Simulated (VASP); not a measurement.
**BaSi4: relaxation of cell and atoms with PBE**

BaSi4:

```
Ba Si
1.0
     5.45531    0.00000    0.00000
     0.00000    5.45531    0.00000
     0.00000    0.00000    4.58075
Ba Si
1 4
Direct
  0.50000 0.50000 0.00000
  0.29874 0.00000 0.50000
  0.70126 0.00000 0.50000
  0.00000 0.29874 0.50000
  0.00000 0.70126 0.50000
```

The cell was generated, and may not be a known phase.

```
Program                : VASP 6.6.1
Task                   : relaxation of cell and atoms
Functional             : PBE
Potentials or basis    : VASP PAW PBE potentials, release 64 (Ba_sv, Si)
Cutoff                 : 600 eV
k mesh                 : 8 × 8 × 8
Occupations            : gaussian, width 0.1 eV
Spin                   : no spin polarisation
Dipole correction      : no
Further INCAR settings : ALGO = Normal; EDIFF = 1e-07; IBRION = 2; EDIFFG = -0.01; NSW = 100; ISIF = 3
```

| Property | Result |
| --- | --- |
| Relaxed volume | 27.05 Å³/atom |
| Relaxed cell | a = 5.469 Å, b = 5.469 Å, c = 4.522 Å, α = 90.00°, β = 90.00°, γ = 90.00° |
| Space group after relaxing (to 0.1 Å) | P4/mmm (No. 123) |
| Energy gained by relaxing | 0.6 meV/atom |
| Ionic steps | 9 |
| Pressure after relaxing | 0.0 GPa |
| Band gap on the k mesh | zero (bands 13 and 14 overlap by 0.76 eV) |

Step by step:
```tsv
step	energy change (eV)	largest force (eV/Å)	pressure (GPa)	volume (Å³)
1	0.0000	0.0447	0.20	136.33
2	-0.0009	0.0527	-0.35	136.99
3	-0.0013	0.0191	-0.16	136.75
4	-0.0020	0.0010	-0.13	136.38
5	-0.0025	0.0232	-0.09	135.90
6	-0.0024	0.0730	-0.01	134.92
7	-0.0027	0.0441	-0.05	135.48
8	-0.0026	0.0539	0.07	134.95
9	-0.0028	0.0005	0.00	135.24
```

Final structure:
```xyz
5
Lattice="5.4686 0.0000 0.0000 0.0000 5.4686 0.0000 0.0000 0.0000 4.5223" Properties=species:S:1:pos:R:3 pbc="T T T"
Ba    2.7343    2.7343    0.0000
Si    1.6327    0.0000    2.2611
Si    3.8359    0.0000    2.2611
Si    0.0000    1.6327    2.2611
Si    0.0000    3.8359    2.2611
```

Levels at points of the mesh, in eV from the Fermi level:
```tsv
k point	band 11	band 12	band 13	band 14	band 15	band 16
(0.00, 0.00, 0.00)	-2.62	0.20	0.33	0.33	0.48	0.96
(0.50, 0.00, 0.00)	-2.54	-1.02	-0.58	0.59	1.75	2.02
(0.50, 0.50, 0.00)	-1.53	-1.53	-1.27	0.24	0.31	0.96
(0.00, 0.00, 0.50)	-2.32	-1.60	-0.43	-0.43	0.40	0.40
(0.50, 0.00, 0.50)	-2.96	-2.96	-0.25	0.43	0.73	1.01
(0.50, 0.50, 0.50)	-2.34	-2.21	-2.21	0.54	1.25	1.89
```

Wall time 7.6 min on 1 thread of Intel(R) Xeon(R) 6975P-C (Granite Rapids), with other jobs on the host, peak memory 0.44 GiB.

Caveat: spin-orbit coupling is left out, which moves the levels of the heavy elements.
